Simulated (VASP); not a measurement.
**C4F: relaxation of cell and atoms with PBE+D3(BJ)**

The system is C4F.

```
C F
1.0
    -2.58589    2.58589    2.58589
     2.58589   -2.58589    2.58589
     2.58589    2.58589   -2.58589
C F
4 1
Direct
  0.50000 0.50000 0.50000
  0.00000 0.00000 0.50000
  0.00000 0.50000 0.00000
  0.50000 0.00000 0.00000
  0.00000 0.00000 0.00000
```

```json
{"Program": "VASP 6.6.1", "Task": "relaxation of cell and atoms", "Functional": "PBE", "Dispersion": "D3(BJ)", "Potentials or basis": "VASP PAW PBE potentials, release 64 (C, F)", "Cutoff": "600 eV", "k mesh": "6 × 6 × 6", "Occupations": "gaussian, width 0.1 eV", "Spin": "no spin polarisation", "Dipole correction": "no", "Further INCAR settings": "ALGO = Normal; EDIFF = 1e-07; IBRION = 2; EDIFFG = -0.04; NSW = 90; ISIF = 3"}
```

| Item | Value |
| --- | --- |
| Relaxed volume | 9.51 Å³/atom |
| Relaxed cell | a = 3.953 Å, b = 3.953 Å, c = 3.953 Å, α = 109.47°, β = 109.47°, γ = 109.47° |
| Space group after relaxing (to 0.05 Å) | Im-3m (No. 229) |
| Energy gained by relaxing | 430.1 meV/atom |
| Ionic steps | 7 |
| Pressure after relaxing | 0.0 GPa |
| Dispersion energy per atom | -0.195 eV |

Step by step:
```
step  energy change (eV)  largest force (eV/Å)  pressure (GPa)  volume (Å³)
   1              0.0000                0.0000          -20.63        69.17
   2             -1.8509                0.0000          -13.80        52.83
   3             -2.0570                0.0000           10.30        45.28
   4             -2.1440                0.0000           -3.31        48.13
   5             -2.1498                0.0000            0.97        47.40
   6             -2.1489                0.0000           -1.64        47.82
   7             -2.1503                0.0000           -0.01        47.55
```

Final structure:
```
C F
1.0
    -2.28226    2.28226    2.28226
     2.28226   -2.28226    2.28226
     2.28226    2.28226   -2.28226
C F
4 1
Direct
  0.50000 0.50000 0.50000
  0.00000 0.00000 0.50000
  0.00000 0.50000 0.00000
  0.50000 0.00000 0.00000
  0.00000 0.00000 0.00000
```

Levels at points of the mesh, in eV from the Fermi level:
```
           k point  band 8  band 9  band 10  band 11  band 12  band 13  band 14  band 15
(0.00, 0.00, 0.00)   -6.54   -2.83    -2.83    -2.83     0.84     0.84     0.84     4.93
(0.50, 0.00, 0.00)   -3.61   -2.76    -2.22    -0.23     0.70     1.06     1.15     1.79
(0.50, 0.50, 0.50)   -4.17   -4.17    -2.77    -2.46    -1.04    -1.04    -1.04     5.04
```

Run time: 97 s on 1 thread of Intel(R) Xeon(R) Platinum 8375C CPU @ 2.90GHz (Ice Lake), with other jobs on the host, peak memory 0.22 GiB.

Caveat: the volume moved by over 15 % at a fixed basis, so the end points are rough; an odd number of electrons without spin polarisation forces a metal; a magnetic or distorted state may lie lower; pairwise dispersion overbinds metals, which lowers pressure and volume.
